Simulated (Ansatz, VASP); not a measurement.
**Two plane-wave programs on Os**

```
Os
1.0
     0.00000    2.77737    2.77737
     2.77737    0.00000    2.77737
     2.77737    2.77737    0.00000
Os
2
Direct
  0.50000 0.50000 0.50000
  0.75000 0.75000 0.75000
```

Alike in both runs: functional PBE; k mesh 6 × 6 × 6; occupations gaussian, width 0.1 eV; no spin polarisation.

Ansatz relaxed the structure, and its values are those at the end. VASP's run is a single point on that final structure, the one shown.

|  | VASP | Ansatz |
| --- | --- | --- |
| version | VASP 6.6.1 | Ansatz 0.2.0 |
| potentials or method | VASP PAW PBE potentials, release 64 (Os_sv_GW), cutoff 560 eV | scalar-relativistic, plane waves, PAW |
| valence electrons in the cell | 32 | 32 |

Ansatz gave:

| Quantity | Value |
| --- | --- |
| gap on the k mesh at the Fermi level (eV) | none |
| pressure (GPa) | 0.1 |

Problem. Which values does VASP return?

Solution. gap on the k mesh at the Fermi level (eV): none; pressure (GPa): -0.7.

A gap of «none» marks a metal or a gap that the smearing closes. The functional is the same, so the differences come from potentials, cutoffs and numerics.

Spin-orbit coupling is off throughout.
